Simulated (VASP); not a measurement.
# Be (P6_3/mmc) in VASP: a series of runs

Be is run at these levels: r2SCAN; tasks: single point.

Program: VASP 6.6.1. These are calculated values, not measurements. Logs are shortened: lines on timing, memory, paths and dates and some standing lists are left out, and cuts for length are marked.

## Step 1: The cell of the first run

The structure is hexagonal, space group P6_3/mmc (No. 194). Conventional cell: a = 2.251 Å, b = 2.251 Å, c = 3.548 Å, α = 90.00°, β = 90.00°, γ = 120.00°. Be (site symmetry -6m2) has 12 Be at 2.20 to 2.25 Å within 2.9 Å.

## Step 2: Single point, r2SCAN

Input file POSCAR:

```
Be
1.0
    2.2510900740      0.0000000000      0.0000000000
   -1.1255450370      1.9495011903      0.0000000000
    0.0000000000      0.0000000000      3.5475213692
Be
2
Direct
    0.3333333333      0.6666666667      0.2500000000
    0.6666666667      0.3333333333      0.7500000000
```

Input file INCAR.step1:

```
PREC = Accurate
ENCUT = 520
ISMEAR = -1
SIGMA = 0.05
LREAL = F
LASPH = T
NELM = 60
NBANDS = 9
GGA = PE
ALGO = Normal
EDIFF = 1E-4
LWAVE = T
LCHARG = F
```

Input file INCAR.step2:

```
PREC = Accurate
ENCUT = 520
EDIFF = 1E-6
ISMEAR = -1
SIGMA = 0.05
LREAL = F
LASPH = T
NELM = 60
ALGO = Normal
ISIF = 2
LWAVE = F
LCHARG = F
METAGGA = R2SCAN
LMIXTAU = T
NBANDS = 9
ISTART = 1
```

Input file KPOINTS:

```
Automatic mesh
0
Gamma
  24 24 14
```

Potentials or basis: VASP PAW PBE potentials, release 64 (Be).

Command:

```console
$ cat potpaw_PBE.64/Be/POTCAR > POTCAR
$ cp INCAR.step1 INCAR
$ mpirun -np 1 vasp_std > vasp.out
$ cp INCAR.step2 INCAR
$ mpirun -np 1 vasp_std > vasp.out
```

OUTCAR:

```text
PREC = Accurate
   ENCUT = 520
   EDIFF = 1E-6
   ISMEAR = -1
   LREAL = F
   LASPH = T
   NELM = 60
   ISIF = 2
   METAGGA = R2SCAN
   ISTART = 1

 ion  position               nearest neighbor table
   1  0.333  0.667  0.250-   2 2.20   2 2.20   2 2.20   2 2.20   2 2.20   2 2.20
   2  0.667  0.333  0.750-   1 2.20   1 2.20   1 2.20   1 2.20   1 2.20   1 2.20

  LATTYP: Found a hexagonal cell.
 ALAT       =     2.2510900740
 C/A-ratio  =     1.5759126701

  Lattice vectors:

 A1 = (   2.2510900740,   0.0000000000,   0.0000000000)
 A2 = (  -1.1255450370,   1.9495011903,   0.0000000000)
 A3 = (   0.0000000000,   0.0000000000,   3.5475213692)

Analysis of symmetry for initial positions (statically):
=====================================================================
 Subroutine PRICEL returns:
 Original cell was already a primitive cell.

 Routine SETGRP: Setting up the symmetry group for a
 hexagonal supercell.

 Subroutine GETGRP returns: Found 24 space group operations
 (whereof 12 operations were pure point group operations)
 out of a pool of 24 trial point group operations.

The static configuration has the point symmetry D_3d.
 The point group associated with its full space group is D_6h.

Analysis of symmetry for dynamics (positions and initial velocities):
=====================================================================
 Subroutine PRICEL returns:
 Original cell was already a primitive cell.

 Routine SETGRP: Setting up the symmetry group for a
 hexagonal supercell.

 Subroutine GETGRP returns: Found 24 space group operations
 (whereof 12 operations were pure point group operations)
 out of a pool of 24 trial point group operations.

The dynamic configuration has the point symmetry D_3d.
 The point group associated with its full space group is D_6h.

 Subroutine INISYM returns: Found 24 space group operations
 (whereof 12 operations are pure point group operations),
 and found     1 'primitive' translations

----------------------------------------------------------------------------------------

                                     Primitive cell

  volume of cell :      15.5683

  direct lattice vectors                    reciprocal lattice vectors
     2.251090074  0.000000000  0.000000000     0.444229225  0.256475863  0.000000000
    -1.125545037  1.949501190  0.000000000     0.000000000  0.512951726  0.000000000
     0.000000000  0.000000000  3.547521369     0.000000000  0.000000000  0.281886956

  length of vectors
[... 81 lines left out ...]
   NELM   =     60;   NELMIN=  2; NELMDL=  0     # of ELM steps
   EDIFF  = 0.1E-05   stopping-criterion for ELM
   LREAL  =      F    real-space projection
   EDIFFG = 0.1E-04   stopping-criterion for IOM
   NSW    =      0    number of steps for IOM
   IBRION =     -1    ionic relax: 0-MD 1-quasi-New 2-CG
   NFREE  =      0    steps in history (QN), initial steepest desc. (CG)
   ISIF   =      2    stress and relaxation
   ISYM   =      2    0-nonsym 1-usesym 2-fastsym
   POTIM  = 0.5000    time-step for ionic-motion
   TEBEG  =    0.0;   TEEND  =   0.0 temperature during run
   PSTRESS=    0.0 pullay stress
   NELECT =       4.0000    total number of electrons
   NUPDOWN=      -1.0000    fix difference up-down
   EMIN   =  10.00;   EMAX   =-10.00  energy-range for DOS
   EFERMI =   0.00;   METHOD = LEGACY
   ISMEAR =    -1;   SIGMA  =   0.05  broadening in eV -4-tet -1-fermi 0-gaus
   EFERMI_NEDOS =   21; number of points for ismear=-14 and -15
   IALGO  =     38    algorithm
   IMIX   =      4    mixing-type and parameters
     AMIX     =   0.40;   BMIX     =  1.00
     AMIX_MAG =   1.60;   BMIX_MAG =  1.00
  volume/ion in A,a.u.               =       7.78        52.53
  Fermi-wavevector in a.u.,A,eV,Ry     =   1.040753  1.966738 14.737381  1.083167
  Thomas-Fermi vector in A             =   2.175343
   LORBIT       =      0    0 simple, 1 ext, 2 COOP (PROOUT), +10 PAW based schemes
   METAGGA = R2SCAN    functional components
   LHFCALC =     F    Hartree Fock is set to
   AEXX    =    0.0000 exact exchange contribution
   IVDW    =     0    specifies the selected vdW correction
   LEPSILON=     F    determine dielectric tensor
   LRPA    =     F    only Hartree local field effects (RPA)
 non-spin polarized calculation
  energy-cutoff  :      520.00
  volume of cell :       15.57
 maximum number of plane-waves:       446
 NGX is ok and might be reduce to    18
   NGX =  9   NGY =  9   NGZ = 13

 number of electron       4.0000000 magnetization

 Free energy of the ion-electron system (eV)
  ---------------------------------------------------
  ext. energy  EPLUGINS =         0.00000000
  ---------------------------------------------------
  free energy    TOTEN  =        -8.67817442 eV

  energy without entropy =       -8.67650225  energy(sigma->0) =       -8.67733834

 E-fermi :   7.2092     XC(G=0): -11.3150

 val. band max:        7.1824131240   @ k =   0.2917   0.2083   0.0714
 cond. band min:       7.2204168121   @ k =   0.2917   0.2917   0.0000
 fundamental gap:      0.0380036881
 Fermi energy:         7.2091738089

 k-point     1 :       0.0000    0.0000    0.0000
  band No.  band energies     occupation
      1      -5.0740      2.00000
      2       2.4375      2.00000
      3       8.3561      0.00000
      4      24.8127      0.00000
      5      24.8127      0.00000
      6      27.8727      0.00000
      7      27.8727      0.00000
      8      30.1943      0.00000
      9      36.0048      0.00000
[... 265 lines left out ...]
 k-point    24 :       0.4583    0.0417    0.0000
  band No.  band energies     occupation
      1       1.6806      2.00000
      2       4.0993      2.00000
      3      11.0662      0.00000
      4      14.3699      0.00000
      5      14.5001      0.00000
      6      16.3604      0.00000
      7      19.1536      0.00000
      8      25.7754      0.00000
      9      28.7446      0.00000

 [... further k-points ...]
[... 5 lines left out ...]
  --------------------------------------------------------------------------------------
  -------------------------------------------------------------------------------------
  Total        0.2113740      0.2113740      0.2243310      0.0000000      0.0000000      0.0000000
  in kB       21.7530760     21.7530760     23.0865183      0.0000000      0.0000000      0.0000000
  external PRESSURE =      22.1975568 kB  Pullay stress =       0.0000000 kB

 VOLUME and BASIS-vectors are now :
 -----------------------------------------------------------------------------
  energy-cutoff  :      520.00
  volume of cell :       15.57
      direct lattice vectors                 reciprocal lattice vectors
     2.251090074  0.000000000  0.000000000     0.444229225  0.256475863  0.000000000
    -1.125545037  1.949501190  0.000000000     0.000000000  0.512951726  0.000000000
     0.000000000  0.000000000  3.547521369     0.000000000  0.000000000  0.281886956

 POSITION                                       TOTAL-FORCE (eV/Angst)
 -----------------------------------------------------------------------------------
     -0.00000      1.29967      0.88688        -0.000000      0.000000      0.000000
      1.12555      0.64983      2.66064         0.000000     -0.000000      0.000000
 -----------------------------------------------------------------------------------
    total drift:                                0.000000     -0.000000      0.000000

  FREE ENERGIE OF THE ION-ELECTRON SYSTEM (eV)
  ---------------------------------------------------
  free  energy   TOTEN  =        -8.6781744246 eV

  energy  without entropy=       -8.6765022545  energy(sigma->0) =       -8.67733834
```

OSZICAR.step1:

```text
N       E                     dE             d eps       ncg     rms          rms(c)
DAV:   1    -0.292637773823E+01   -0.29264E+01   -0.18046E+03  8880   0.367E+02
DAV:   2    -0.754522503621E+01   -0.46188E+01   -0.45043E+01 12934   0.533E+01
DAV:   3    -0.759834149948E+01   -0.53116E-01   -0.52433E-01 10048   0.376E+00
DAV:   4    -0.759842214069E+01   -0.80641E-04   -0.80638E-04 10874   0.148E-01
DAV:   5    -0.759842218527E+01   -0.44584E-07   -0.44162E-07  9690   0.333E-03    0.123E+00
DAV:   6    -0.755013079526E+01    0.48291E-01   -0.64471E-03  9494   0.812E-01    0.756E-01
DAV:   7    -0.753112450381E+01    0.19006E-01   -0.69070E-03  9570   0.842E-01    0.288E-02
DAV:   8    -0.753110242206E+01    0.22082E-04   -0.14910E-05  8565   0.319E-02
   1 F= -.75311024E+01 E0= -.75302526E+01  d E =-.169973E-02
```

It took 2.9 min on 1 thread of AMD EPYC 7R13 (Zen 3), shared host; peak memory 0.14 GiB.

What came out:

| Item | Value |
| --- | --- |
| Free energy | -8.6782 eV |
| Pressure | 2.2 GPa |
| Band gap on the k mesh | zero (band 2 reaches 8.32 eV, above the bottom of band 3 at 6.09 eV) |

Stress tensor (GPa, compression positive):
```
2.18 0.00 0.00
0.00 2.18 0.00
0.00 0.00 2.31
```

Levels at points of the mesh, in eV from the Fermi level:
```csv
k point,band 1,band 2,band 3,band 4,band 5,band 6
"(0.00, 0.00, 0.00)",-12.28,-4.77,1.15,17.60,17.60,20.66
"(0.50, 0.00, 0.00)",-5.41,-3.33,4.01,6.88,7.35,10.38
"(0.00, 0.00, 0.50)",-9.93,-9.93,11.57,11.57,19.43,19.43
"(0.50, 0.00, 0.50)",-3.87,-3.87,1.65,1.65,13.20,13.20
```

Caveat: the PAW data sets were made with another functional, which shifts forces and pressure a little.

## Step 3: Single point, r2SCAN

This run uses another cell than the first one, of 7.85 Å³/atom, 1.008 times its volume.

Input file POSCAR:

```
Be
1.0
    2.2571847812      0.0000000000      0.0000000000
   -1.1285923906      1.9547793616      0.0000000000
    0.0000000000      0.0000000000      3.5561161874
Be
2
Direct
    0.3333333333      0.6666666667      0.2500000000
    0.6666666667      0.3333333333      0.7500000000
```

INCAR.step1: that of step 2 with these lines changed.

```diff
@@ -6,3 +6,3 @@
 LASPH = T
-NELM = 60
+NELM = 80
 NBANDS = 9
```

INCAR.step2: that of step 2 with these lines changed.

```diff
@@ -2,3 +2,3 @@
 ENCUT = 520
-EDIFF = 1E-6
+EDIFF = 1E-7
 ISMEAR = -1
@@ -7,3 +7,3 @@
 LASPH = T
-NELM = 60
+NELM = 80
 ALGO = Normal
```

KPOINTS is that of step 2.

Potentials or basis: VASP PAW PBE potentials, release 64 (Be).

Command:

```console
$ cat potpaw_PBE.64/Be/POTCAR > POTCAR
$ cp INCAR.step1 INCAR
$ mpirun -np 1 vasp_std > vasp.out
$ cp INCAR.step2 INCAR
$ mpirun -np 1 vasp_std > vasp.out
```

Run time: 3.7 min. Hardware: 1 thread of AMD EPYC 7R13 (Zen 3), shared host; peak memory 0.14 GiB.

The run converged. Its results:

```
Free energy            : -8.6795 eV
Pressure               : 1.2 GPa
Band gap on the k mesh : zero (band 2 reaches 8.26 eV, above the bottom of band 3 at 6.04 eV)
```

Stress tensor (GPa, compression positive):
```
1.16 0.00 0.00
0.00 1.16 0.00
0.00 0.00 1.28
```

Levels at points of the mesh, in eV from the Fermi level:
```
           k point  band 1  band 2  band 3  band 4  band 5  band 6
(0.00, 0.00, 0.00)  -12.24   -4.74    1.13   17.49   17.49   20.54
(0.50, 0.00, 0.00)   -5.38   -3.33    3.99    6.85    7.30   10.32
(0.00, 0.00, 0.50)   -9.89   -9.89   11.51   11.51   19.31   19.31
(0.50, 0.00, 0.50)   -3.84   -3.84    1.62    1.62   13.12   13.12
```

Caveat: the PAW data sets were made with another functional, which shifts forces and pressure a little.

(Part 1 of 2 ends here.)
